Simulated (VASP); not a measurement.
**Al: single point with LDA**

The system is Al.

```
Al
1.0
    -1.44442    1.44442    2.09875
     1.44442   -1.44442    2.09875
     1.44442    1.44442   -2.09875
Al
1
Direct
  0.00000 0.00000 0.00000
```

This cell differs from its parent crystal: volume 17.515 Å^3 an atom, c/a of the conventional cell 1.4530.

| Quantity | Value |
| --- | --- |
| Program | VASP 6.6.1 |
| Task | single point |
| Functional | LDA |
| Potentials or basis | VASP PAW LDA potentials, release 64 (Al) |
| Cutoff | 520 eV |
| k mesh | 22 × 22 × 22 |
| Occupations | gaussian, width 0.15 eV |
| Spin | no spin polarisation |

```
Pressure : -6.7 GPa
```

Stress tensor (GPa, compression positive):
```
-6.27  0.00  0.00
 0.00 -6.27  0.00
 0.00  0.00 -7.63
```

Levels at points of the mesh, in eV from the Fermi level:
| k point | band 1 | band 2 | band 3 | band 4 | band 5 | band 6 |
| --- | --- | --- | --- | --- | --- | --- |
| (0.00, 0.00, 0.00) | -10.67 | 12.10 | 12.39 | 12.39 | 13.14 | 13.14 |
| (0.50, 0.00, 0.00) | -4.29 | -4.28 | 10.30 | 10.88 | 10.96 | 11.49 |
| (0.50, 0.50, 0.00) | -2.60 | -1.41 | 5.05 | 5.23 | 5.24 | 8.29 |
| (0.50, 0.50, 0.50) | -2.96 | -1.95 | 5.51 | 5.61 | 5.61 | 8.80 |

Run time: 72 s on 1 thread of AMD EPYC 9R45 (Zen 5) (shared host), peak memory 0.17 GiB.
